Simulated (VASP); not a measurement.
# Pt in VASP: notebook

Runs on Pt. Level: PBE. Tasks: single point, relaxation of the atoms.

Everything below comes from runs of VASP 6.6.1. Logs are shortened: lines on timing, memory, paths and dates and some standing lists are left out, and cuts for length are marked.

**1. The cell of the first run**

The cell holds a slab with vacuum, 3 atoms: a = 2.807 Å, b = 2.807 Å, c = 18.584 Å, α = 90.00°, β = 90.00°, γ = 120.00°.

**2. Single point, PBE**

The input, INCAR:

```
SYSTEM = Pt
PREC = Accurate ; ENCUT = 520
EDIFF = 1E-7 ; ISMEAR = 0
SIGMA = 0.1 ; LREAL = .FALSE.
LASPH = .TRUE. ; NELM = 80
ALGO = Normal ; ISIF = 2
LWAVE = .FALSE. ; LCHARG = .FALSE.
LDIPOL = .TRUE. ; IDIPOL = 3
DIPOL = 0.5 0.5 0.501 ; GGA = PE
NBANDS = 22
```

The input, KPOINTS:

```
regular mesh
0
G
  12 12 1
  0 0 0
```

The input, POSCAR:

```
Pt
1.0
    2.8072917802      0.0000000000      0.0000000000
   -1.4036458901      2.4311859975      0.0000000000
    0.0000000000      0.0000000000     18.5842882805
Pt
3
Direct
    0.6666666667      0.3333333333      0.3766622587
    0.3333333333      0.6666666667      0.5009585367
    0.0000000000      0.0000000000      0.6252452179
```

Potentials or basis: VASP PAW PBE potentials, release 64 (Pt).

The run is started by

```bash
$ cat potpaw_PBE.64/Pt/POTCAR > POTCAR
$ mpirun -np 1 vasp_std > vasp.out
```

OUTCAR:

```text
SYSTEM = Pt
   PREC = Accurate
   ENCUT = 520
   EDIFF = 1E-7
   ISMEAR = 0
   LREAL = .FALSE.
   LASPH = .TRUE.
   NELM = 80
   ISIF = 2
   GGA = PE

 ion  position               nearest neighbor table
   1  0.667  0.333  0.377-   2 2.82   2 2.82   2 2.82
   2  0.333  0.667  0.501-   3 2.82   3 2.82   3 2.82   1 2.82   1 2.82   1 2.82
   3  0.000  0.000  0.625-   2 2.82   2 2.82   2 2.82

  LATTYP: Found a hexagonal cell.
 ALAT       =     2.8072917802
 C/A-ratio  =     6.6200059472

  Lattice vectors:

 A1 = (   2.8072917802,   0.0000000000,   0.0000000000)
 A2 = (  -1.4036458901,   2.4311859975,   0.0000000000)
 A3 = (   0.0000000000,   0.0000000000,  18.5842882805)

Analysis of symmetry for initial positions (statically):
=====================================================================
 Subroutine PRICEL returns:
 Original cell was already a primitive cell.

 Routine SETGRP: Setting up the symmetry group for a
 hexagonal supercell.

 Subroutine GETGRP returns: Found 12 space group operations
 (whereof  6 operations were pure point group operations)
 out of a pool of 24 trial point group operations.

The static configuration has the point symmetry C_3v.
 The point group associated with its full space group is D_3d.

Analysis of symmetry for dynamics (positions and initial velocities):
=====================================================================
 Subroutine PRICEL returns:
 Original cell was already a primitive cell.

 Routine SETGRP: Setting up the symmetry group for a
 hexagonal supercell.

 Subroutine GETGRP returns: Found 12 space group operations
 (whereof  6 operations were pure point group operations)
 out of a pool of 24 trial point group operations.

The dynamic configuration has the point symmetry C_3v.
 The point group associated with its full space group is D_3d.

 Subroutine INISYM returns: Found 12 space group operations
 (whereof  6 operations are pure point group operations),
 and found     1 'primitive' translations

----------------------------------------------------------------------------------------

                                     Primitive cell

  volume of cell :     126.8387

  direct lattice vectors                    reciprocal lattice vectors
     2.807291780  0.000000000  0.000000000     0.356215199  0.205660941  0.000000000
    -1.403645890  2.431185998  0.000000000     0.000000000  0.411321882  0.000000000
[... 87 lines left out ...]
   ISIF   =      2    stress and relaxation
   ISYM   =      2    0-nonsym 1-usesym 2-fastsym
   POTIM  = 0.5000    time-step for ionic-motion
   TEBEG  =    0.0;   TEEND  =   0.0 temperature during run
   PSTRESS=    0.0 pullay stress
   NELECT =      30.0000    total number of electrons
   NUPDOWN=      -1.0000    fix difference up-down
   EMIN   =  10.00;   EMAX   =-10.00  energy-range for DOS
   EFERMI =   0.00;   METHOD = LEGACY
   ISMEAR =     0;   SIGMA  =   0.10  broadening in eV -4-tet -1-fermi 0-gaus
   EFERMI_NEDOS =   21; number of points for ismear=-14 and -15
   IALGO  =     38    algorithm
   IMIX   =      4    mixing-type and parameters
     AMIX     =   0.40;   BMIX     =  1.00
     AMIX_MAG =   1.60;   BMIX_MAG =  1.00
  volume/ion in A,a.u.               =      42.28       285.32
  Fermi-wavevector in a.u.,A,eV,Ry     =   1.012429  1.913214 13.946149  1.025013
  Thomas-Fermi vector in A             =   2.145538
   LORBIT       =      0    0 simple, 1 ext, 2 COOP (PROOUT), +10 PAW based schemes
   GGA     = PE    functional components
   LHFCALC =     F    Hartree Fock is set to
   AEXX    =    0.0000 exact exchange contribution
   IVDW    =     0    specifies the selected vdW correction
   LEPSILON=     F    determine dielectric tensor
   LRPA    =     F    only Hartree local field effects (RPA)
 non-spin polarized calculation
 Gauss-broadening in eV      SIGMA  =   0.10
  energy-cutoff  :      520.00
  volume of cell :      126.84
 maximum number of plane-waves:      3445
 NGX is ok and might be reduce to    24
   NGX = 11   NGY = 11   NGZ = 69

 dipolmoment           0.000000      0.000000      0.000091 electrons x Angstroem

 number of electron      29.9999998 magnetization

 dipolmoment           0.000000      0.000000     -0.000614 electrons x Angstroem

 Free energy of the ion-electron system (eV)
  ---------------------------------------------------
  ext. energy  EPLUGINS =         0.00000000
  ---------------------------------------------------
  free energy    TOTEN  =       -16.99953062 eV

  energy without entropy =      -16.95832630  energy(sigma->0) =      -16.97892846

 E-fermi :   0.1865     XC(G=0):  -5.8656

 val. band max:        0.1844394538   @ k =   0.4167   0.0000   0.0000
 cond. band min:       0.1881879098   @ k =   0.0000   0.0000   0.0000
 fundamental gap:      0.0037484560
 Fermi energy:         0.1864778220

 k-point     1 :       0.0000    0.0000    0.0000
  band No.  band energies     occupation
      1      -8.6054      2.00000
      2      -6.8835      2.00000
      3      -6.3998      2.00000
      4      -3.2406      2.00000
      5      -3.1236      2.00000
      6      -3.1236      2.00000
[... 464 lines left out ...]
     21       7.4295      0.00000
     22       9.4933      0.00000

------------------------ aborting loop because EDIFF is reached ----------------------------------------

 vacuum level on the upper side and lower side of the slab       (xc-potential included)        -0.070        -0.054

  FORCE on cell =-STRESS in cart. coord.  units (eV):
  Direction    XX          YY          ZZ          XY          YZ          ZX
  --------------------------------------------------------------------------------------
  -------------------------------------------------------------------------------------
  Total       -4.7953200     -4.7953200     -0.1172935      0.0000000     -0.0000000      0.0000000
  in kB      -60.5726404    -60.5726404     -1.4816064      0.0000000     -0.0000000      0.0000000
  external PRESSURE =     -40.8756291 kB  Pullay stress =       0.0000000 kB

 VOLUME and BASIS-vectors are now :
 -----------------------------------------------------------------------------
  energy-cutoff  :      520.00
  volume of cell :      126.84
      direct lattice vectors                 reciprocal lattice vectors
     2.807291780  0.000000000  0.000000000     0.356215199  0.205660941  0.000000000
    -1.403645890  2.431185998  0.000000000     0.000000000  0.411321882  0.000000000
     0.000000000  0.000000000 18.584288281     0.000000000  0.000000000  0.053808894

 POSITION                                       TOTAL-FORCE (eV/Angst)
 -----------------------------------------------------------------------------------
      1.40365      0.81040      7.00000         0.000000      0.000000      0.017012
     -0.00000      1.62079      9.30996         0.000000     -0.000000      0.000000
      0.00000      0.00000     11.61974        -0.000000      0.000000     -0.017012
 -----------------------------------------------------------------------------------
    total drift:                               -0.000000     -0.000000     -0.089289

  FREE ENERGIE OF THE ION-ELECTRON SYSTEM (eV)
  ---------------------------------------------------
  free  energy   TOTEN  =       -16.9995306226 eV

  energy  without entropy=      -16.9583263038  energy(sigma->0) =      -16.97892846

 vacuum level on the upper side and lower side of the slab         5.920         5.937
```

OSZICAR:

```text
N       E                     dE             d eps       ncg     rms          rms(c)
DAV:   1     0.187696208446E+03    0.18770E+03   -0.13380E+04   836   0.116E+03
DAV:   2    -0.112423937707E+02   -0.19894E+03   -0.17960E+03  1100   0.238E+02
DAV:   3    -0.180742262067E+02   -0.68318E+01   -0.66093E+01   938   0.453E+01
DAV:   4    -0.181724574961E+02   -0.98231E-01   -0.98139E-01  1034   0.578E+00
[... 20 lines left out ...]
DAV:  25    -0.169995302015E+02   -0.12479E-06   -0.62195E-10   592   0.127E-04    0.401E-06
DAV:  26    -0.169995303061E+02   -0.10455E-06   -0.32920E-10   580   0.100E-04    0.592E-06
DAV:  27    -0.169995304383E+02   -0.13229E-06   -0.38319E-10   586   0.112E-04    0.247E-06
DAV:  28    -0.169995305594E+02   -0.12107E-06   -0.30462E-10   526   0.101E-04    0.201E-06
DAV:  29    -0.169995306226E+02   -0.63204E-07   -0.10232E-10   556   0.570E-05
   1 F= -.16999531E+02 E0= -.16978928E+02  d E =-.412043E-01
```

It took 2.7 min on 1 thread of Intel Xeon 8259CL, shared host; peak memory 0.28 GiB.

Results:

```
Free energy            : -16.9995 eV
Largest force          : 0.017 eV/Å
Band gap on the k mesh : zero (bands 15 and 16 overlap by 1.27 eV)
```

Forces in eV/Å, atoms in the order of the input:
```
Pt   0.000  0.000  0.017
Pt   0.000  0.000  0.000
Pt   0.000  0.000 -0.017
```

Levels at points of the mesh, in eV from the Fermi level:
```csv
k point,band 12,band 13,band 14,band 15,band 16,band 17,band 18,band 19
"(0.00, 0.00, 0.00)",-1.31,-1.31,-0.63,-0.63,-0.62,0.00,0.00,0.94
"(0.50, 0.00, 0.00)",-0.09,0.20,0.54,0.59,1.26,2.86,2.89,5.84
```

Caveat: spin-orbit coupling is left out, which moves the levels of the heavy elements.

**3. Relaxation of the atoms, PBE**

The input, INCAR:

```
SYSTEM = Pt
PREC = Accurate
ENCUT = 520
EDIFF = 1E-6
ISMEAR = 0
SIGMA = 0.1
LREAL = .FALSE.
LASPH = .TRUE.
NELM = 100
ALGO = Normal
ISIF = 2
LWAVE = .FALSE.
LCHARG = .FALSE.
LDIPOL = .TRUE.
IDIPOL = 3
DIPOL = 0.5 0.5 0.500
GGA = PE
IBRION = 2
NSW = 70
EDIFFG = -0.03
```

KPOINTS is that of step 2.

The input, POSCAR:

```
Pt
1.0
    2.8072917802      0.0000000000      0.0000000000
   -1.4036458901      2.4311859975      0.0000000000
    0.0000000000      0.0000000000     18.5842882805
Pt
3
Selective dynamics
Direct
    0.6666666667      0.3333333333      0.3766622587  F F F
    0.3333333333      0.6666666667      0.5000000000  T T T
    0.0000000000      0.0000000000      0.6233377413  T T T
```

Potentials or basis: VASP PAW PBE potentials, release 64 (Pt).

The run is started by

```bash
$ cat potpaw_PBE.64/Pt/POTCAR > POTCAR
$ mpirun -np 1 vasp_std > vasp.out
```

Wall time 5.1 min (1 thread of Intel Xeon 8259CL, shared host); peak memory 0.29 GiB.

It converged, with:

- Free energy: -16.9995 eV
- Energy gained by relaxing: 0.4 meV/atom
- Ionic steps: 5
- Band gap on the k mesh: zero (bands 15 and 16 overlap by 1.27 eV)

The path:
```csv
step,energy change (eV),largest force on free atoms (eV/Å),pressure (GPa)
1,0.0000,0.0830,-3.63
2,-0.0003,0.0587,-3.68
3,-0.0006,0.0789,-3.81
4,-0.0008,0.0579,-3.85
5,-0.0012,0.0085,-3.97
```

Final structure:
```xyz
3
Lattice="2.8073 0.0000 0.0000 -1.4036 2.4312 0.0000 0.0000 0.0000 18.5843" Properties=species:S:1:pos:R:3 pbc="T T T"
Pt    1.4036    0.8104    7.0000
Pt    0.0000    1.6208    9.3052
Pt    0.0000    0.0000   11.6105
```

Levels at points of the mesh, in eV from the Fermi level:
| k point | band 11 | band 12 | band 13 | band 14 | band 15 | band 16 | band 17 | band 18 | band 19 |
| --- | --- | --- | --- | --- | --- | --- | --- | --- | --- |
| (0.00, 0.00, 0.00) | -2.78 | -1.32 | -1.32 | -0.64 | -0.64 | -0.63 | 0.00 | 0.00 | 0.94 |
| (0.50, 0.00, 0.00) | -0.15 | -0.09 | 0.20 | 0.54 | 0.59 | 1.25 | 2.86 | 2.89 | 5.84 |

Caveat: spin-orbit coupling is left out, which moves the levels of the heavy elements.
